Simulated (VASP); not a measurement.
# Au (P6_3/mmc) in VASP: further runs

Au is run at these levels: LDA; tasks: electric field gradients.

Everything below comes from runs of VASP 6.6.1. Logs are shortened: lines on timing, memory, paths and dates and some standing lists are left out, and cuts for length are marked.

## Step 1: The cell of the first run

It takes space group P6_3/mmc (No. 194, hexagonal). The conventional cell has a = 2.900 Å, b = 2.900 Å, c = 4.978 Å, α = 90.00°, β = 90.00°, γ = 120.00°. Within 3.8 Å of Au (site symmetry -6m2) lie 12 Au at 2.90 to 3.00 Å.

This isn't the form of Au at room conditions, which is fcc.

## Step 2: Electric field gradients, LDA (zz strain of +2 %)

INCAR reads:

```
SYSTEM = Au
PREC     = Accurate       ! precision mode
ENCUT    = 520            ! plane-wave cutoff, eV
EDIFF    = 1E-8           ! SCF threshold, eV
ISMEAR   = -1             ! smearing method
SIGMA    = 0.03           ! smearing width, eV
LREAL    = .False.        ! projectors in reciprocal space
LASPH    = .True.         ! aspherical terms in the spheres
NELM     = 100            ! most SCF steps
ALGO     = Normal         ! electronic algorithm
ISIF     = 2              ! what is computed and relaxed
LWAVE    = .False.        ! write WAVECAR
LCHARG   = .False.        ! write CHGCAR
LEFG     = .True.       
NBANDS   = 18             ! bands
```

KPOINTS reads:

```
regular mesh
0
Gamma
  14 14 8
  0 0 0
```

POSCAR reads:

```
Au
1.0
    2.8999984104      0.0000000000      0.0000000000
   -1.4499992052      2.5114722944      0.0000000000
    0.0000000000      0.0000000000      4.9776000000
Au
2
Direct
    0.3333333333      0.6666666667      0.7500000000
    0.6666666667      0.3333333333      0.2500000000
```

Potentials or basis: VASP PAW LDA potentials, release 64 (Au).

Command:

```bash
cat potpaw_LDA.64/Au/POTCAR > POTCAR
mpirun -np 1 vasp_std > vasp.out
```

OUTCAR:

```text
SYSTEM = Au
   PREC = Accurate
   ENCUT = 520
   EDIFF = 1E-8
   ISMEAR = -1
   LREAL = .False.
   LASPH = .True.
   NELM = 100
   ISIF = 2

 ion  position               nearest neighbor table
   1  0.333  0.667  0.750-   2 3.00   2 3.00   2 3.00   2 3.00   2 3.00   2 3.00
   2  0.667  0.333  0.250-   1 3.00   1 3.00   1 3.00   1 3.00   1 3.00   1 3.00

  LATTYP: Found a hexagonal cell.
 ALAT       =     2.8999984104
 C/A-ratio  =     1.7164147339

  Lattice vectors:

 A1 = (   2.8999984104,   0.0000000000,   0.0000000000)
 A2 = (  -1.4499992052,   2.5114722944,   0.0000000000)
 A3 = (   0.0000000000,   0.0000000000,   4.9776000000)

Analysis of symmetry for initial positions (statically):
=====================================================================
 Subroutine PRICEL returns:
 Original cell was already a primitive cell.

 Routine SETGRP: Setting up the symmetry group for a
 hexagonal supercell.

 Subroutine GETGRP returns: Found 24 space group operations
 (whereof 12 operations were pure point group operations)
 out of a pool of 24 trial point group operations.

The static configuration has the point symmetry D_3d.
 The point group associated with its full space group is D_6h.

Analysis of symmetry for dynamics (positions and initial velocities):
=====================================================================
 Subroutine PRICEL returns:
 Original cell was already a primitive cell.

 Routine SETGRP: Setting up the symmetry group for a
 hexagonal supercell.

 Subroutine GETGRP returns: Found 24 space group operations
 (whereof 12 operations were pure point group operations)
 out of a pool of 24 trial point group operations.

The dynamic configuration has the point symmetry D_3d.
 The point group associated with its full space group is D_6h.

 Subroutine INISYM returns: Found 24 space group operations
 (whereof 12 operations are pure point group operations),
 and found     1 'primitive' translations

----------------------------------------------------------------------------------------

                                     Primitive cell

  volume of cell :      36.2532

  direct lattice vectors                    reciprocal lattice vectors
     2.899998410  0.000000000  0.000000000     0.344827775  0.199086409  0.000000000
    -1.449999205  2.511472294  0.000000000     0.000000000  0.398172818  0.000000000
     0.000000000  0.000000000  4.977600000     0.000000000  0.000000000  0.200900032

  length of vectors
     2.899998410  2.899998410  4.977600000     0.398172818  0.398172818  0.200900032

  position of ions in fractional coordinates (direct lattice)
     0.333333333  0.666666667  0.750000000
     0.666666667  0.333333333  0.250000000

  ion indices of the primitive-cell ions
   primitive index   ion index
                 1           1
                 2           2

----------------------------------------------------------------------------------------

 KPOINTS: regular mesh

Automatic generation of k-mesh.
 Grid dimensions read from file:
 generate k-points for:   14   14    8

 Generating k-lattice:

  Cartesian coordinates                     Fractional coordinates (reciprocal lattice)
     0.024630555  0.014220458  0.000000000     0.071428571  0.000000000  0.000000000
     0.000000000  0.028440916  0.000000000     0.000000000  0.071428571  0.000000000
     0.000000000  0.000000000  0.025112504     0.000000000  0.000000000  0.125000000

  Length of vectors
     0.028440916  0.028440916  0.025112504

  Shift w.r.t. Gamma in fractional coordinates (k-lattice)
     0.000000000  0.000000000  0.000000000

 Subroutine IBZKPT returns following result:
 ===========================================

 Found    120 irreducible k-points:

 Following reciprocal coordinates:
            Coordinates               Weight
  0.000000  0.000000  0.000000      1.000000
  0.071429 -0.000000  0.000000      6.000000
  0.142857 -0.000000  0.000000      6.000000
  0.214286 -0.000000  0.000000      6.000000
  0.285714 -0.000000  0.000000      6.000000
  0.357143  0.000000  0.000000      6.000000
[... 16 lines left out ...]
  0.285714  0.285714  0.000000      6.000000
  0.357143  0.285714  0.000000      6.000000
 [... further k-points ...]
   k-points           NKPTS =    120   k-points in BZ     NKDIM =    120   number of bands    NBANDS=     18
   number of dos      NEDOS =    301   number of ions     NIONS =      2
   total plane-waves  NPLWV =  23040
   dimension x,y,z NGX =    24 NGY =   24 NGZ =   40
   dimension x,y,z NGXF=    48 NGYF=   48 NGZF=   80
   ions per type =               2
   NGX,Y,Z   is equivalent  to a cutoff of  13.76, 13.76, 13.36 a.u.
   NGXF,Y,Z  is equivalent  to a cutoff of  27.52, 27.52, 26.72 a.u.
 SYSTEM =  Au
   PREC   = accura    normal or accurate (medium, high low for compatibility)
   ISTART =      0    job   : 0-new  1-cont  2-samecut
   ICHARG =      2    charge: 1-file 2-atom 10-const
   ISPIN  =      1    spin polarized calculation?
   LNONCOLLINEAR =      F non collinear calculations
   LSORBIT =      F    spin-orbit coupling
   LASPH  =      T    aspherical Exc in radial PAW
   ENCUT  =  520.0 eV  38.22 Ry    6.18 a.u.   5.39  5.39  9.26*2*pi/ulx,y,z
   NELM   =    100;   NELMIN=  2; NELMDL= -5     # of ELM steps
   EDIFF  = 0.1E-07   stopping-criterion for ELM
   LREAL  =      F    real-space projection
   EDIFFG = 0.1E-06   stopping-criterion for IOM
   NSW    =      0    number of steps for IOM
   IBRION =     -1    ionic relax: 0-MD 1-quasi-New 2-CG
   NFREE  =      0    steps in history (QN), initial steepest desc. (CG)
   ISIF   =      2    stress and relaxation
   ISYM   =      2    0-nonsym 1-usesym 2-fastsym
   POTIM  = 0.5000    time-step for ionic-motion
   TEBEG  =    0.0;   TEEND  =   0.0 temperature during run
   PSTRESS=    0.0 pullay stress
   NELECT =      22.0000    total number of electrons
   NUPDOWN=      -1.0000    fix difference up-down
   EMIN   =  10.00;   EMAX   =-10.00  energy-range for DOS
   EFERMI =   0.00;   METHOD = LEGACY
   ISMEAR =    -1;   SIGMA  =   0.03  broadening in eV -4-tet -1-fermi 0-gaus
   EFERMI_NEDOS =   21; number of points for ismear=-14 and -15
   IALGO  =     38    algorithm
   IMIX   =      4    mixing-type and parameters
     AMIX     =   0.40;   BMIX     =  1.00
     AMIX_MAG =   1.60;   BMIX_MAG =  1.00
  volume/ion in A,a.u.               =      18.13       122.32
  Fermi-wavevector in a.u.,A,eV,Ry     =   1.386012  2.619183 26.137192  1.921029
  Thomas-Fermi vector in A             =   2.510368
   LORBIT       =      0    0 simple, 1 ext, 2 COOP (PROOUT), +10 PAW based schemes
   GGA     = CA    functional components
   LHFCALC =     F    Hartree Fock is set to
   AEXX    =    0.0000 exact exchange contribution
   IVDW    =     0    specifies the selected vdW correction
   LEPSILON=     F    determine dielectric tensor
   LRPA    =     F    only Hartree local field effects (RPA)
 non-spin polarized calculation
  energy-cutoff  :      520.00
  volume of cell :       36.25
 maximum number of plane-waves:      1003
 NGX is ok and might be reduce to    24
   NGX = 11   NGY = 11   NGZ = 19

 number of electron      22.0000005 magnetization

 Free energy of the ion-electron system (eV)
  ---------------------------------------------------
  ext. energy  EPLUGINS =         0.00000000
  ---------------------------------------------------
  free energy    TOTEN  =        -8.73929755 eV

  energy without entropy =       -8.73632197  energy(sigma->0) =       -8.73780976

 E-fermi :   8.2752     XC(G=0): -12.6258

 val. band max:        8.2034104057   @ k =   0.3571   0.1429   0.1250
 cond. band min:       8.2927129760   @ k =   0.4286   0.0714   0.2500
 fundamental gap:      0.0893025703
 Fermi energy:         8.2752019297

 k-point     1 :       0.0000    0.0000    0.0000
  band No.  band energies     occupation
      1      -1.0097      2.00000
      2       1.3010      2.00000
      3       3.6119      2.00000
      4       3.9671      2.00000
      5       3.9671      2.00000
      6       4.2233      2.00000
[... 10 lines left out ...]
     17      26.3937      0.00000
     18      26.3937      0.00000

 k-point     2 :       0.0714   -0.0000    0.0000
  band No.  band energies     occupation
      1      -0.8527      2.00000
      2       1.4336      2.00000
      3       3.5960      2.00000
      4       3.9735      2.00000
      5       4.0693      2.00000
      6       4.1689      2.00000
[... 10 lines left out ...]
     17      25.5658      0.00000
     18      25.8871      0.00000
[... 442 lines left out ...]
 k-point    24 :       0.3571    0.2857    0.0000
  band No.  band energies     occupation
      1       2.5976      2.00000
      2       2.9862      2.00000
      3       3.0204      2.00000
      4       3.6087      2.00000
      5       3.8286      2.00000
      6       3.9317      2.00000
[... 10 lines left out ...]
     17      18.8728      0.00000
     18      19.0916      0.00000

 [... further k-points ...]
[... 5 lines left out ...]
  --------------------------------------------------------------------------------------
  -------------------------------------------------------------------------------------
  Total       -2.8247770     -2.8247770     -2.7792311      0.0000000      0.0000000      0.0000000
  in kB     -124.8385202   -124.8385202   -122.8256569      0.0000000      0.0000000      0.0000000
  external PRESSURE =    -124.1675658 kB  Pullay stress =       0.0000000 kB

 VOLUME and BASIS-vectors are now :
 -----------------------------------------------------------------------------
  energy-cutoff  :      520.00
  volume of cell :       36.25
      direct lattice vectors                 reciprocal lattice vectors
     2.899998410  0.000000000  0.000000000     0.344827775  0.199086409  0.000000000
    -1.449999205  2.511472294  0.000000000     0.000000000  0.398172818  0.000000000
     0.000000000  0.000000000  4.977600000     0.000000000  0.000000000  0.200900032

 POSITION                                       TOTAL-FORCE (eV/Angst)
 -----------------------------------------------------------------------------------
     -0.00000      1.67431      3.73320         0.000000      0.000000      0.000000
      1.45000      0.83716      1.24440        -0.000000     -0.000000      0.000000
 -----------------------------------------------------------------------------------
    total drift:                               -0.000000      0.000000     -0.000000

  FREE ENERGIE OF THE ION-ELECTRON SYSTEM (eV)
  ---------------------------------------------------
  free  energy   TOTEN  =        -8.7392975488 eV

  energy  without entropy=       -8.7363219653  energy(sigma->0) =       -8.73780976

 Electric field gradients (V/A^2)
---------------------------------------------------------------------
 ion       V_xx      V_yy      V_zz      V_xy      V_xz      V_yz
---------------------------------------------------------------------
   1     -13.895   -13.895    27.789    -0.000     0.000    -0.000
   2     -13.895   -13.895    27.789    -0.000    -0.000     0.000
---------------------------------------------------------------------

 Electric field gradients after diagonalization (V/A^2)
 (convention: |V_zz| > |V_xx| > |V_yy|)
----------------------------------------------------------------------
 ion       V_xx      V_yy      V_zz     asymmetry (V_yy - V_xx)/ V_zz
----------------------------------------------------------------------
   1     -13.895   -13.894    27.789       0.000
   2     -13.895   -13.894    27.789       0.000
----------------------------------------------------------------------

           NMR quadrupolar parameters

 Cq : quadrupolar parameter    Cq=e*Q*V_zz/h
 eta: asymmetry parameters     (V_yy - V_xx)/ V_zz
 Q  : nuclear electric quadrupole moment in mb (millibarn)
----------------------------------------------------------------------
 ion       Cq(MHz)       eta       Q (mb)
----------------------------------------------------------------------
   1       0.067       0.000       1.000
   2       0.067       0.000       1.000
----------------------------------------------------------------------
```

Wall time 48 s (1 thread of Intel Xeon 8259CL, shared host); peak memory 0.19 GiB.

Results:

```
Free energy                             : -8.7393 eV
Pressure                                : -12.4 GPa
Band gap on the k mesh                  : zero (bands 11 and 12 overlap by 6.25 eV)
Largest electric field gradient by atom : Au +27.8 V/Å²
```

Stress tensor (GPa, compression positive):
```
-12.48   0.00   0.00
  0.00 -12.48   0.00
  0.00   0.00 -12.28
```

Electric field gradients, principal values (V/Å²):
```
atom    least   middle  greatest (by size)
1 Au  -13.894  -13.895              27.789
2 Au  -13.894  -13.895              27.789
```

Caveat: the cell differs from its parent crystal (zz strain of +2 %); the cell stands under tension; without QUAD_EFG the Cq values of the log hold for a quadrupole moment of 1 mb, not for the nuclei; spin-orbit coupling is left out, which moves the levels of the heavy elements.

## Step 3: Electric field gradients, LDA (zz strain of +2 %)

INCAR reads:

```
ALGO     = Normal         # electronic algorithm
EDIFF    = 1E-8           # SCF threshold, eV
ENCUT    = 520            # plane-wave cutoff, eV
GGA      = CA             # functional
ISIF     = 2              # what is computed and relaxed
ISMEAR   = -1             # smearing method
LASPH    = True           # aspherical terms in the spheres
LCHARG   = False          # write CHGCAR
LEFG     = True         
LREAL    = False          # projectors in reciprocal space
LWAVE    = False          # write WAVECAR
NBANDS   = 18             # bands
NELM     = 60             # most SCF steps
PREC     = Accurate       # precision mode
SIGMA    = 0.03           # smearing width, eV
```

KPOINTS reads:

```
k-points
0
Gamma
  14 14 8
```

POSCAR is that of step 2.

Potentials or basis: VASP PAW LDA potentials, release 64 (Au).

Command:

```bash
cat potpaw_LDA.64/Au/POTCAR > POTCAR
mpirun -np 1 vasp_std > vasp.out
```

OUTCAR:

```text
EDIFF = 1E-8
   ENCUT = 520
   GGA = CA
   ISIF = 2
   ISMEAR = -1
   LASPH = True
   LREAL = False
   NELM = 60
   PREC = Accurate

 ion  position               nearest neighbor table
   1  0.333  0.667  0.750-   2 3.00   2 3.00   2 3.00   2 3.00   2 3.00   2 3.00
   2  0.667  0.333  0.250-   1 3.00   1 3.00   1 3.00   1 3.00   1 3.00   1 3.00

  LATTYP: Found a hexagonal cell.
 ALAT       =     2.8999984104
 C/A-ratio  =     1.7164147339

  Lattice vectors:

 A1 = (   2.8999984104,   0.0000000000,   0.0000000000)
[... 719 lines left out ...]
  ---------------------------------------------------
  free  energy   TOTEN  =        -8.7392975488 eV

  energy  without entropy=       -8.7363219653  energy(sigma->0) =       -8.73780976

 Electric field gradients (V/A^2)
---------------------------------------------------------------------
 ion       V_xx      V_yy      V_zz      V_xy      V_xz      V_yz
---------------------------------------------------------------------
   1     -13.895   -13.895    27.789    -0.000     0.000    -0.000
   2     -13.895   -13.895    27.789    -0.000    -0.000     0.000
---------------------------------------------------------------------

 Electric field gradients after diagonalization (V/A^2)
 (convention: |V_zz| > |V_xx| > |V_yy|)
----------------------------------------------------------------------
 ion       V_xx      V_yy      V_zz     asymmetry (V_yy - V_xx)/ V_zz
----------------------------------------------------------------------
   1     -13.895   -13.894    27.789       0.000
   2     -13.895   -13.894    27.789       0.000
----------------------------------------------------------------------

           NMR quadrupolar parameters

 Cq : quadrupolar parameter    Cq=e*Q*V_zz/h
 eta: asymmetry parameters     (V_yy - V_xx)/ V_zz
 Q  : nuclear electric quadrupole moment in mb (millibarn)
----------------------------------------------------------------------
 ion       Cq(MHz)       eta       Q (mb)
----------------------------------------------------------------------
   1       0.067       0.000       1.000
   2       0.067       0.000       1.000
----------------------------------------------------------------------
```

stdout:

```text
POSCAR found type information on POSCAR Au
 POSCAR found :  1 types and       2 ions
 scaLAPACK will be used
 LDA part: xc-table for (Slater(with rela. corr.)+CA(PZ))
 , standard interpolation
 POSCAR, INCAR and KPOINTS ok, starting setup
 FFT: planning ... GRIDC
 FFT: planning ... GRID_SOFT
 FFT: planning ... GRID
 WAVECAR not read
 entering main loop
ion   1

ion   2
```

Run time: 47 s. Hardware: 1 thread of Intel Xeon 8259CL, shared host; peak memory 0.19 GiB.

Results:

```
Free energy                             : -8.7393 eV
Pressure                                : -12.4 GPa
Band gap on the k mesh                  : zero (bands 11 and 12 overlap by 6.25 eV)
Largest electric field gradient by atom : Au +27.8 V/Å²
```

Electric field gradients, principal values (V/Å²):
| atom | least | middle | greatest (by size) |
| --- | --- | --- | --- |
| 1 Au | -13.894 | -13.895 | 27.789 |
| 2 Au | -13.894 | -13.895 | 27.789 |

Caveat: the cell differs from its parent crystal (zz strain of +2 %); the cell stands under tension; without QUAD_EFG the Cq values of the log hold for a quadrupole moment of 1 mb, not for the nuclei; spin-orbit coupling is left out, which moves the levels of the heavy elements.
